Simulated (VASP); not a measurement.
# Si (C2/m) in VASP: single point with LDA

Aim: the single point of Si with LDA.

All numbers are computed with VASP 6.6.1; they aren't measurements. Logs are shortened: lines on timing, memory, paths and dates and some standing lists are left out, and cuts for length are marked.

### Step 1. The cell of the first run

Symmetry: C2/m, No. 12, monoclinic system. Conventional cell: a = 13.717 Å, b = 3.817 Å, c = 6.291 Å, α = 90.00°, β = 96.73°, γ = 90.00°. Si (site symmetry m) has 4 Si at 2.32 to 2.36 Å within 3.1 Å. Within 3.1 Å of Si (site symmetry m) lie 4 Si at 2.36 to 2.39 Å. Within 3.0 Å of Si (site symmetry m) lie 4 Si at 2.30 to 2.32 Å. Si (site symmetry m) has 4 Si at 2.30 to 2.39 Å within 3.0 Å.

### Step 2. Single point, LDA

The input, INCAR:

```
SYSTEM = Si
PREC = Accurate
ENCUT = 520
EDIFF = 1E-6
ISMEAR = 0
SIGMA = 0.03
LREAL = .FALSE.
LASPH = .TRUE.
NELM = 100
ALGO = Normal
ISIF = 2
LWAVE = .FALSE.
LCHARG = .TRUE.
LELF = .TRUE.
LVHAR = .TRUE.
NBANDS = 26
```

The input, KPOINTS:

```
regular mesh
0
G
  10 10 6
  0 0 0
```

The input, POSCAR:

```
Si
1.0
    6.8586134795     -1.9084045204      0.0019555789
    6.8586134795      1.9084045204      0.0019555789
   -0.7390757496      0.0000000000      6.2471364343
Si
8
Direct
    0.0552606046      0.0552606046      0.8732930166
    0.9447393954      0.9447393954      0.1267069834
    0.5589873878      0.5589873878      0.6532364387
    0.4410126122      0.4410126122      0.3467635613
    0.2124950298      0.2124950298      0.0571328847
    0.7875049702      0.7875049702      0.9428671153
    0.7270489240      0.7270489240      0.5856835381
    0.2729510760      0.2729510760      0.4143164619
```

Potentials or basis: VASP PAW LDA potentials, release 64 (Si).

Launch:

```bash
$ cat potpaw_LDA.64/Si/POTCAR > POTCAR
$ mpirun -np 1 vasp_std > vasp.out
```

OUTCAR:

```text
SYSTEM = Si
   PREC = Accurate
   ENCUT = 520
   EDIFF = 1E-6
   ISMEAR = 0
   LREAL = .FALSE.
   LASPH = .TRUE.
   NELM = 100
   ISIF = 2

 ion  position               nearest neighbor table
   1  0.055  0.055  0.873-   5 2.32   2 2.33   3 2.36   3 2.36
   2  0.945  0.945  0.127-   6 2.32   1 2.33   4 2.36   4 2.36
   3  0.559  0.559  0.653-   1 2.36   1 2.36   4 2.37   7 2.39
   4  0.441  0.441  0.347-   2 2.36   2 2.36   3 2.37   8 2.39
   5  0.212  0.212  0.057-   8 2.30   6 2.32   6 2.32   1 2.32
   6  0.788  0.788  0.943-   7 2.30   5 2.32   5 2.32   2 2.32
   7  0.727  0.727  0.586-   6 2.30   8 2.32   8 2.32   3 2.39
   8  0.273  0.273  0.414-   5 2.30   7 2.32   7 2.32   4 2.39

  LATTYP: Found a base centered monoclinic cell.
 ALAT       =    13.7172275166
 B/A-ratio  =     0.2782493063
 C/A-ratio  =     0.4585987350
 COS(beta)  =    -0.1172038272

  Lattice vectors:

 A1 = (   6.8586134795,  -1.9084045204,   0.0019555789)
 A2 = (   6.8586134795,   1.9084045204,   0.0019555789)
 A3 = (  -0.7390757496,   0.0000000000,   6.2471364343)

Analysis of symmetry for initial positions (statically):
=====================================================================
 Subroutine PRICEL returns:
 Original cell was already a primitive cell.

 Routine SETGRP: Setting up the symmetry group for a
 base centered monoclinic supercell.

 Subroutine GETGRP returns: Found  4 space group operations
 (whereof  4 operations were pure point group operations)
 out of a pool of  4 trial point group operations.

The static configuration has the point symmetry C_2h.

Analysis of symmetry for dynamics (positions and initial velocities):
=====================================================================
 Subroutine PRICEL returns:
 Original cell was already a primitive cell.

 Routine SETGRP: Setting up the symmetry group for a
 base centered monoclinic supercell.

 Subroutine GETGRP returns: Found  4 space group operations
 (whereof  4 operations were pure point group operations)
 out of a pool of  4 trial point group operations.

The dynamic configuration has the point symmetry C_2h.

 Subroutine INISYM returns: Found  4 space group operations
 (whereof  4 operations are pure point group operations),
 and found     1 'primitive' translations

----------------------------------------------------------------------------------------

                                     Primitive cell

  volume of cell :     163.5432

  direct lattice vectors                    reciprocal lattice vectors
     6.858613479 -1.908404520  0.001955579     0.072898573 -0.261998960  0.008624362
     6.858613479  1.908404520  0.001955579     0.072898573  0.261998960  0.008624362
    -0.739075750  0.000000000  6.247136434    -0.000045640  0.000000000  0.160067941

  length of vectors
     7.119170633  7.119170633  6.290703187     0.272088288  0.272088288  0.160067948

  position of ions in fractional coordinates (direct lattice)
     0.055260605  0.055260605  0.873293017
     0.944739395  0.944739395  0.126706983
     0.558987388  0.558987388  0.653236439
     0.441012612  0.441012612  0.346763561
     0.212495030  0.212495030  0.057132885
     0.787504970  0.787504970  0.942867115
     0.727048924  0.727048924  0.585683538
     0.272951076  0.272951076  0.414316462

  ion indices of the primitive-cell ions
   primitive index   ion index
                 1           1
                 2           2
                 3           3
                 4           4
                 5           5
                 6           6
                 7           7
                 8           8

----------------------------------------------------------------------------------------

 KPOINTS: regular mesh

Automatic generation of k-mesh.
 Grid dimensions read from file:
 generate k-points for:   10   10    6

 Generating k-lattice:

  Cartesian coordinates                     Fractional coordinates (reciprocal lattice)
     0.007289857 -0.026199896  0.000862436     0.100000000  0.000000000 -0.000000000
     0.007289857  0.026199896  0.000862436     0.000000000  0.100000000 -0.000000000
    -0.000007607  0.000000000  0.026677990    -0.000000000 -0.000000000  0.166666667

  Length of vectors
     0.027208829  0.027208829  0.026677991

  Shift w.r.t. Gamma in fractional coordinates (k-lattice)
     0.000000000  0.000000000  0.000000000

 Subroutine IBZKPT returns following result:
 ===========================================

 Found    172 irreducible k-points:

 Following reciprocal coordinates:
            Coordinates               Weight
  0.000000  0.000000  0.000000      1.000000
  0.100000 -0.000000  0.000000      4.000000
  0.200000 -0.000000  0.000000      4.000000
  0.300000 -0.000000  0.000000      4.000000
  0.400000 -0.000000  0.000000      4.000000
  0.500000 -0.000000  0.000000      2.000000
[... 16 lines left out ...]
  0.300000  0.300000  0.000000      2.000000
  0.400000  0.300000  0.000000      4.000000
 [... further k-points ...]
   k-points           NKPTS =    172   k-points in BZ     NKDIM =    172   number of bands    NBANDS=     26
   number of dos      NEDOS =    301   number of ions     NIONS =      8
   total plane-waves  NPLWV = 139968
   dimension x,y,z NGX =    54 NGY =   54 NGZ =   48
   dimension x,y,z NGXF=   108 NGYF=  108 NGZF=   96
   ions per type =               8
   NGX,Y,Z   is equivalent  to a cutoff of  12.61, 12.61, 12.69 a.u.
   NGXF,Y,Z  is equivalent  to a cutoff of  25.22, 25.22, 25.37 a.u.
 SYSTEM =  Si
   PREC   = accura    normal or accurate (medium, high low for compatibility)
   ISTART =      0    job   : 0-new  1-cont  2-samecut
   ICHARG =      2    charge: 1-file 2-atom 10-const
   ISPIN  =      1    spin polarized calculation?
   LNONCOLLINEAR =      F non collinear calculations
   LSORBIT =      F    spin-orbit coupling
   LASPH  =      T    aspherical Exc in radial PAW
   ENCUT  =  520.0 eV  38.22 Ry    6.18 a.u.  13.24 13.24 11.70*2*pi/ulx,y,z
   NELM   =    100;   NELMIN=  2; NELMDL= -5     # of ELM steps
   EDIFF  = 0.1E-05   stopping-criterion for ELM
   LREAL  =      F    real-space projection
[... 7 lines left out ...]
   TEBEG  =    0.0;   TEEND  =   0.0 temperature during run
   PSTRESS=    0.0 pullay stress
   NELECT =      32.0000    total number of electrons
   NUPDOWN=      -1.0000    fix difference up-down
   EMIN   =  10.00;   EMAX   =-10.00  energy-range for DOS
   EFERMI =   0.00;   METHOD = LEGACY
   ISMEAR =     0;   SIGMA  =   0.03  broadening in eV -4-tet -1-fermi 0-gaus
   EFERMI_NEDOS =   21; number of points for ismear=-14 and -15
   IALGO  =     38    algorithm
   IMIX   =      4    mixing-type and parameters
     AMIX     =   0.40;   BMIX     =  1.00
     AMIX_MAG =   1.60;   BMIX_MAG =  1.00
  volume/ion in A,a.u.               =      20.44       137.96
  Fermi-wavevector in a.u.,A,eV,Ry     =   0.950417  1.796027 12.290030  0.903292
  Thomas-Fermi vector in A             =   2.078791
   LORBIT       =      0    0 simple, 1 ext, 2 COOP (PROOUT), +10 PAW based schemes
   GGA     = CA    functional components
   LHFCALC =     F    Hartree Fock is set to
   AEXX    =    0.0000 exact exchange contribution
   IVDW    =     0    specifies the selected vdW correction
   LEPSILON=     F    determine dielectric tensor
   LRPA    =     F    only Hartree local field effects (RPA)
 non-spin polarized calculation
 Gauss-broadening in eV      SIGMA  =   0.03
  energy-cutoff  :      520.00
  volume of cell :      163.54
 maximum number of plane-waves:      4431
 NGX is ok and might be reduce to    54
   NGX = 27   NGY = 27   NGZ = 23

 number of electron      32.0000001 magnetization

 Free energy of the ion-electron system (eV)
  ---------------------------------------------------
  ext. energy  EPLUGINS =         0.00000000
  ---------------------------------------------------
  free energy    TOTEN  =       -47.08585621 eV

  energy without entropy =      -47.08585562  energy(sigma->0) =      -47.08585592

 E-fermi :   5.8266     XC(G=0):  -9.4550

 val. band max:        5.7623925585   @ k =   0.0000   0.0000   0.0000
 cond. band min:       5.8907079819   @ k =   0.5000   0.5000   0.5000
 fundamental gap:      0.1283154234
 Fermi energy:         5.8265502066

 k-point     1 :       0.0000    0.0000    0.0000
  band No.  band energies     occupation
      1      -6.5693      2.00000
      2      -4.2703      2.00000
      3      -4.0753      2.00000
      4      -3.4912      2.00000
      5      -1.6118      2.00000
      6      -1.0806      2.00000
[... 18 lines left out ...]
     25       9.2862      0.00000
     26       9.3489      0.00000

 k-point     2 :       0.1000   -0.0000    0.0000
  band No.  band energies     occupation
      1      -6.4741      2.00000
      2      -4.2948      2.00000
      3      -3.8810      2.00000
      4      -3.4084      2.00000
      5      -1.6875      2.00000
      6      -1.0476      2.00000
[... 18 lines left out ...]
     25       9.3916      0.00000
     26       9.7842      0.00000

 k-point     3 :       0.2000   -0.0000    0.0000
  band No.  band energies     occupation
      1      -6.1907      2.00000
      2      -4.2086      2.00000
      3      -3.4779      2.00000
      4      -3.1675      2.00000
      5      -1.9483      2.00000
      6      -1.0351      2.00000
[... 18 lines left out ...]
     25       9.6646      0.00000
     26       9.8972      0.00000

 k-point     4 :       0.3000   -0.0000    0.0000
  band No.  band energies     occupation
      1      -5.7261      2.00000
      2      -3.9649      2.00000
      3      -3.1190      2.00000
      4      -2.7409      2.00000
      5      -2.4103      2.00000
      6      -1.1663      2.00000
[... 18 lines left out ...]
     25       9.8736      0.00000
     26      10.6761      0.00000

 k-point     5 :       0.4000   -0.0000    0.0000
  band No.  band energies     occupation
      1      -5.0960      2.00000
      2      -3.5921      2.00000
      3      -3.5185      2.00000
      4      -2.6967      2.00000
      5      -2.0375      2.00000
      6      -1.1841      2.00000
[... 18 lines left out ...]
     25      10.3916      0.00000
     26      10.8705      0.00000

 k-point     6 :       0.5000   -0.0000    0.0000
  band No.  band energies     occupation
      1      -4.3439      2.00000
      2      -4.3236      2.00000
      3      -3.2060      2.00000
      4      -2.9840      2.00000
      5      -1.4567      2.00000
      6      -0.9476      2.00000
[... 427 lines left out ...]
 k-point    21 :      -0.3000    0.2000   -0.0000
  band No.  band energies     occupation
      1      -4.4767      2.00000
      2      -4.0489      2.00000
      3      -3.6498      2.00000
      4      -2.3695      2.00000
      5      -1.9896      2.00000
      6      -0.7062      2.00000
[... 18 lines left out ...]
     25      10.9326      0.00000
     26      10.9774      0.00000

 k-point    22 :      -0.2000    0.2000    0.0000
  band No.  band energies     occupation
      1      -5.1926      2.00000
      2      -3.2507      2.00000
      3      -3.1976      2.00000
      4      -2.8602      2.00000
      5      -2.6396      2.00000
      6      -1.2145      2.00000
[... 18 lines left out ...]
     25      10.1146      0.00000
     26      10.3507      0.00000

 k-point    23 :       0.3000    0.3000    0.0000
  band No.  band energies     occupation
      1      -6.3606      2.00000
      2      -5.2375      2.00000
      3      -3.4774      2.00000
      4      -2.9783      2.00000
      5      -2.2333      2.00000
      6      -0.8668      2.00000
[... 18 lines left out ...]
     25       9.2054      0.00000
     26       9.8930      0.00000

 k-point    24 :       0.4000    0.3000    0.0000
  band No.  band energies     occupation
      1      -6.2036      2.00000
      2      -5.2939      2.00000
      3      -3.3499      2.00000
      4      -2.7609      2.00000
      5      -2.3538      2.00000
      6      -0.8942      2.00000
[... 18 lines left out ...]
     25       9.2999      0.00000
     26       9.4001      0.00000

 [... further k-points ...]

------------------------ aborting loop because EDIFF is reached ----------------------------------------

  FORCE on cell =-STRESS in cart. coord.  units (eV):
  Direction    XX          YY          ZZ          XY          YZ          ZX
  --------------------------------------------------------------------------------------
  -------------------------------------------------------------------------------------
  Total        0.0554129      0.0517698      0.0572785      0.0000000      0.0000000     -0.0038319
  in kB        0.5428618      0.5071713      0.5611380      0.0000000      0.0000000     -0.0375402
  external PRESSURE =       0.5370570 kB  Pullay stress =       0.0000000 kB

 VOLUME and BASIS-vectors are now :
 -----------------------------------------------------------------------------
  energy-cutoff  :      520.00
  volume of cell :      163.54
      direct lattice vectors                 reciprocal lattice vectors
     6.858613479 -1.908404520  0.001955579     0.072898573 -0.261998960  0.008624362
     6.858613479  1.908404520  0.001955579     0.072898573  0.261998960  0.008624362
    -0.739075750  0.000000000  6.247136434    -0.000045640  0.000000000  0.160067941

 POSITION                                       TOTAL-FORCE (eV/Angst)
 -----------------------------------------------------------------------------------
      0.11259      0.00000      5.45580        -0.005265      0.000000      0.001396
     12.86556      0.00000      0.79525         0.005265      0.000000     -0.001396
      7.18497      0.00000      4.08304        -0.002267      0.000000     -0.001763
      5.79319      0.00000      2.16800         0.002267      0.000000      0.001763
      2.87262      0.00000      0.35775        -0.003138      0.000000     -0.000637
     10.10553      0.00000      5.89330         0.003138      0.000000      0.000637
      9.54023      0.00000      3.66169         0.001717      0.000000     -0.001188
      3.43792      0.00000      2.58936        -0.001717      0.000000      0.001188
 -----------------------------------------------------------------------------------
    total drift:                               -0.000000     -0.000000     -0.000000

  FREE ENERGIE OF THE ION-ELECTRON SYSTEM (eV)
  ---------------------------------------------------
  free  energy   TOTEN  =       -47.0858562067 eV

  energy  without entropy=      -47.0858556244  energy(sigma->0) =      -47.08585592
```

Run time: 20 min. Hardware: 1 thread of Intel Xeon Platinum 8259CL at 2.50GHz (Skylake/Cascade Lake), shared host; peak memory 0.61 GiB.

Results:

- Free energy: -47.0859 eV
- Pressure: 0.1 GPa
- Largest force: 0.005 eV/Å
- Band gap on the k mesh: 0.13 eV (least direct gap 0.41 eV)

Forces in eV/Å, atoms in the order of the input:
```
Si  -0.005  0.000  0.001
Si   0.005  0.000 -0.001
Si  -0.002  0.000 -0.002
Si   0.002  0.000  0.002
Si  -0.003  0.000 -0.001
Si   0.003  0.000  0.001
Si   0.002  0.000 -0.001
Si  -0.002  0.000  0.001
```

Levels at points of the mesh, in eV from the valence-band top:
| k point | band 14 | band 15 | band 16 | band 17 | band 18 | band 19 |
| --- | --- | --- | --- | --- | --- | --- |
| (0.00, 0.00, 0.00) | -0.78 | -0.38 | 0.00 | 0.41 | 1.39 | 1.60 |
| (0.50, 0.00, 0.00) | -2.88 | -2.27 | -1.96 | 0.67 | 1.42 | 1.75 |
| (0.50, 0.50, 0.00) | -1.17 | -0.79 | -0.43 | 0.23 | 1.08 | 2.08 |
| (0.00, 0.00, 0.50) | -1.36 | -1.08 | -0.98 | 0.80 | 1.19 | 1.70 |
| (0.50, 0.00, 0.50) | -2.01 | -1.80 | -1.49 | 0.89 | 1.29 | 1.46 |
| (0.50, 0.50, 0.50) | -1.57 | -1.17 | -0.80 | 0.13 | 1.18 | 1.24 |

A k mesh can miss the band edges.
